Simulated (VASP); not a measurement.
Set up this calculation in VASP 6.6.1, as the native input.

```
Task                   : single point
Functional             : PBE
Dispersion             : D3(BJ)
Potentials or basis    : VASP PAW PBE potentials, release 64 (Sn_d, O)
Cutoff                 : 520 eV
k mesh                 : 12 × 12 × 4
Occupations            : gaussian, width 0.05 eV
Spin                   : no spin polarisation
Dipole correction      : no
Further INCAR settings : ALGO = Normal; EDIFF = 1e-06; NBANDS = 35
```

The structure of SnO2 lies in POSCAR:

```
SnO2
1.0
    3.2112908149      0.0000000000      0.0000000000
   -1.6056454074      2.7810594246      0.0000000000
    0.0000000000      0.0000000000     10.3366770592
Sn O
2 4
Direct
   -0.1400350233     -0.1501055663      0.5000000000
    0.1400350233      0.1501055663      0.0000000000
    0.5248713622      0.1813408961      0.4018520904
    0.8084619711      0.4853257706      0.0981479096
    0.1915380289      0.5146742294      0.5981479096
    0.4751286378      0.8186591039      0.9018520904
```

This cell differs from its parent crystal: atoms displaced along several vibrational modes.

These files were run (other wordings do the same):

INCAR

```
ALGO = Normal
EDIFF = 1E-6
ENCUT = 520
GGA = PE
ISIF = 2
ISMEAR = 0
IVDW = 12
LASPH = T
LCHARG = F
LREAL = F
LWAVE = F
NBANDS = 35
NELM = 60
PREC = Accurate
SIGMA = 0.05
```

KPOINTS

```
k-points
0
Gamma
  12 12 4
```

Potentials or basis: VASP PAW PBE potentials, release 64 (Sn_d, O).

The run is started by

```bash
$ cat potpaw_PBE.64/Sn_d/POTCAR potpaw_PBE.64/O/POTCAR > POTCAR
$ mpirun -np 1 vasp_std > vasp.out
```

It gave:

* Pressure: 0.4 GPa
* Largest force: 0.090 eV/Å
* Band gap on the k mesh: 2.14 eV (least direct gap 2.47 eV)
* Dispersion energy per atom: -0.165 eV

Caveat: the cell differs from its parent crystal (atoms displaced along several vibrational modes); spin-orbit coupling is left out, which moves the levels of the heavy elements.

Run time: 6.5 min on 1 thread of Intel(R) Xeon(R) Platinum 8559C (Emerald Rapids), on a shared host, peak memory 0.62 GiB.
